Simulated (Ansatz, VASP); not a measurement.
# Two plane-wave programs on Al3Cu

```
Al Cu
1.0
     3.89235   -0.19462    0.00000
    -0.19462    3.89235    0.00000
     0.00000    0.00000    3.89235
Al Cu
3 1
Cartesian
  -0.0973 1.9462 1.9462
  1.9462 -0.0973 1.9462
  1.8489 1.8489 0.0000
  0.0000 0.0000 0.0000
```

Change from the starting cell: strain -0.1000 x Voigt [0, 0, 0, 0, 0, 1], atoms carried along.

Alike in both runs: task single point; functional PBEsol; k mesh 12 × 12 × 12; occupations gaussian, width 0.15 eV; no spin polarisation.

|  | VASP | Ansatz |
| --- | --- | --- |
| version | VASP 6.6.1 | Ansatz 0.2.0 |
| potentials or method | VASP PAW PBE potentials, release 64 (Al, Cu), cutoff 520 eV | scalar-relativistic, plane waves, PAW |
| valence electrons in the cell | 20 | 28 |

```csv
,VASP,Ansatz,Ansatz less VASP
gap on the k mesh at the Fermi level (eV),none,none,-
pressure (GPa),1.3,1.0,-0.28
"traceless stress, the component that is largest in VASP (GPa)",3.42,3.35,-0.063
```

VASP's potentials were made for PBE, not for PBEsol. A gap of «none» marks a metal or a gap that the smearing closes. The functional is the same, so the differences come from potentials, cutoffs and numerics. VASP's potentials hold 20 valence electrons a cell and Ansatz's 28, so a difference there can come from the potentials and not from the codes.
